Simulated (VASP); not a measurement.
# Rh (P6_3/mmc) in VASP: a series of runs, part 2 of 2

VASP 6.6.1. Earlier steps stand in the parts before.

## Step 4: Single point, r2SCAN

The input, POSCAR:

```
Rh
1.0
    2.7309790000      0.0000000000      0.0000000000
   -1.3654900000      2.3650970000      0.0000000000
    0.0000000000      0.0000000000      4.4284890000
Rh
2
Direct
    0.6666666667      0.3333333333      0.7500000000
    0.3333333333      0.6666666667      0.2500000000
```

The input, INCAR.step1:

```
SYSTEM = Rh
ALGO = Normal ; EDIFF = 1E-4
ENCUT = 520 ; GGA = PE
ISMEAR = -1 ; LASPH = .True.
LCHARG = .False. ; LREAL = .False.
LWAVE = .True. ; NBANDS = 22
NELM = 80 ; PREC = Accurate
SIGMA = 0.1
```

The input, INCAR.step2:

```
SYSTEM = Rh
ALGO = Normal ; EDIFF = 1E-7
ENCUT = 520 ; ISIF = 2
ISMEAR = -1 ; ISTART = 1
LASPH = .True. ; LCHARG = .False.
LMIXTAU = .True. ; LREAL = .False.
LWAVE = .False. ; METAGGA = R2SCAN
NBANDS = 22 ; NELM = 80
PREC = Accurate ; SIGMA = 0.1
```

The input, KPOINTS:

```
k-points
0
Gamma
  8 8 5
  0 0 0
```

Potentials or basis: VASP PAW PBE potentials, release 64 (Rh_pv).

Started as:

```sh
cat potpaw_PBE.64/Rh_pv/POTCAR > POTCAR
cp INCAR.step1 INCAR
mpirun -np 1 vasp_std > vasp.out
cp INCAR.step2 INCAR
mpirun -np 1 vasp_std > vasp.out
```

OUTCAR:

```text
SYSTEM = Rh
   EDIFF = 1E-7
   ENCUT = 520
   ISIF = 2
   ISMEAR = -1
   ISTART = 1
   LASPH = .True.
   LREAL = .False.
   METAGGA = R2SCAN
   NELM = 80
   PREC = Accurate

 ion  position               nearest neighbor table
   1  0.667  0.333  0.750-   2 2.72   2 2.72   2 2.72   2 2.72   2 2.72   2 2.72
   2  0.333  0.667  0.250-   1 2.72   1 2.72   1 2.72   1 2.72   1 2.72   1 2.72

  LATTYP: Found a hexagonal cell.
 ALAT       =     2.7309790000
 C/A-ratio  =     1.6215756328

  Lattice vectors:

 A1 = (   2.7309790000,   0.0000000000,   0.0000000000)
 A2 = (  -1.3654900000,   2.3650970000,   0.0000000000)
 A3 = (   0.0000000000,   0.0000000000,   4.4284890000)

Analysis of symmetry for initial positions (statically):
=====================================================================
 Subroutine PRICEL returns:
 Original cell was already a primitive cell.

 Routine SETGRP: Setting up the symmetry group for a
 hexagonal supercell.

 Subroutine GETGRP returns: Found 24 space group operations
 (whereof 12 operations were pure point group operations)
 out of a pool of 24 trial point group operations.
[... 153 lines left out ...]

 number of electron      30.0000007 magnetization

 Free energy of the ion-electron system (eV)
  ---------------------------------------------------
  ext. energy  EPLUGINS =         0.00000000
  ---------------------------------------------------
  free energy    TOTEN  =       -48.17529615 eV

  energy without entropy =      -48.04628145  energy(sigma->0) =      -48.11078880

 E-fermi :  11.1068     XC(G=0): -14.9118

 val. band max:       11.0890974978   @ k =   0.3750   0.1250   0.0000
 cond. band min:      11.1528890406   @ k =   0.3750   0.1250   0.2000
 fundamental gap:      0.0637915428
 Fermi energy:        11.1067721703

 k-point     1 :       0.0000    0.0000    0.0000
  band No.  band energies     occupation
      1     -37.3709      2.00000
      2     -36.7617      2.00000
      3     -36.7617      2.00000
      4     -36.6717      2.00000
      5     -36.6619      2.00000
      6     -36.6619      2.00000
[... 589 lines left out ...]
     21      27.0123      0.00000
     22      28.4960      0.00000

 [... further k-points ...]
[... 5 lines left out ...]
  --------------------------------------------------------------------------------------
  -------------------------------------------------------------------------------------
  Total       -1.2580800     -1.2580798     -1.6559297      0.0000003     -0.0000000      0.0000000
  in kB      -70.4686516    -70.4686402    -92.7533468      0.0000149     -0.0000000      0.0000000
  external PRESSURE =     -77.8968795 kB  Pullay stress =       0.0000000 kB

 VOLUME and BASIS-vectors are now :
 -----------------------------------------------------------------------------
  energy-cutoff  :      520.00
  volume of cell :       28.60
      direct lattice vectors                 reciprocal lattice vectors
     2.730979000  0.000000000  0.000000000     0.366169055  0.211407897  0.000000000
    -1.365490000  2.365097000  0.000000000     0.000000000  0.422815639  0.000000000
     0.000000000  0.000000000  4.428489000     0.000000000  0.000000000  0.225810655

 POSITION                                       TOTAL-FORCE (eV/Angst)
 -----------------------------------------------------------------------------------
      1.36549      0.78837      3.32137        -0.000000      0.000000      0.000000
     -0.00000      1.57673      1.10712         0.000000     -0.000000      0.000000
 -----------------------------------------------------------------------------------
    total drift:                                0.000000     -0.000000      0.000000

  FREE ENERGIE OF THE ION-ELECTRON SYSTEM (eV)
  ---------------------------------------------------
  free  energy   TOTEN  =       -48.1752961488 eV

  energy  without entropy=      -48.0462814514  energy(sigma->0) =      -48.11078880
```

OUTCAR.step1:

```text
SYSTEM = Rh
   EDIFF = 1E-4
   ENCUT = 520
   GGA = PE
   ISMEAR = -1
   LASPH = .True.
   LREAL = .False.
[... 822 lines left out ...]
      1.36549      0.78837      3.32137         0.000000     -0.000000      0.000000
     -0.00000      1.57673      1.10712        -0.000000      0.000000      0.000000
 -----------------------------------------------------------------------------------
    total drift:                                0.000000     -0.000000      0.000000

  FREE ENERGIE OF THE ION-ELECTRON SYSTEM (eV)
  ---------------------------------------------------
  free  energy   TOTEN  =       -14.4591018015 eV

  energy  without entropy=      -14.3260055187  energy(sigma->0) =      -14.39255366
```

OSZICAR.step1:

```text
N       E                     dE             d eps       ncg     rms          rms(c)
DAV:   1     0.324069507584E+03    0.32407E+03   -0.18984E+04  1320   0.157E+03
DAV:   2    -0.862508027137E+01   -0.33269E+03   -0.32071E+03  1368   0.469E+02
DAV:   3    -0.153814855220E+02   -0.67564E+01   -0.67117E+01  1572   0.761E+01
DAV:   4    -0.154257319724E+02   -0.44246E-01   -0.44242E-01  1452   0.621E+00
DAV:   5    -0.154263837182E+02   -0.65175E-03   -0.65174E-03  1578   0.772E-01    0.132E+01
DAV:   6    -0.144923071606E+02    0.93408E+00   -0.22223E+00  1440   0.158E+01    0.459E+00
DAV:   7    -0.144648067119E+02    0.27500E-01   -0.41163E-02  1530   0.177E+00    0.217E+00
DAV:   8    -0.144594223011E+02    0.53844E-02   -0.74520E-03  1404   0.971E-01    0.329E-01
DAV:   9    -0.144590952808E+02    0.32702E-03   -0.26870E-04  1366   0.192E-01    0.183E-02
DAV:  10    -0.144591018015E+02   -0.65207E-05   -0.92798E-06   774   0.303E-02
   1 F= -.14459102E+02 E0= -.14392554E+02  d E =-.133096E+00
```

Run time: 33 s. Hardware: 1 thread of Intel Xeon 6975P-C (Granite Rapids), shared host; peak memory 0.15 GiB.

Results:

| Property | Result |
| --- | --- |
| Free energy | -48.1753 eV |
| Pressure | -7.8 GPa |
| Band gap on the k mesh | zero (band 15 reaches 11.71 eV, above the bottom of band 16 at 9.69 eV) |

Caveat: the PAW data sets were made with another functional, which shifts forces and pressure a little.

## Step 5: Summary

| k mesh | gap on the mesh (eV) | pressure (GPa) |
| --- | --- | --- |
| 5 × 5 × 3 | none | -5.7 |
| 6 × 6 × 4 | none | -8.1 |
| 8 × 8 × 5 | none | -7.8 |

Alike in all rows: task single point; level r2SCAN; potentials or basis VASP PAW PBE potentials, release 64 (Rh_pv); no spin polarisation; cell as given; cutoff (eV) 520; smearing fermi-dirac 0.1 eV.

Caveats: some runs use coarse meshes; the PAW data sets were made with another functional, which shifts forces and pressure a little.

Total energies depend on the potentials used, so only differences within one code and one set of settings carry meaning.
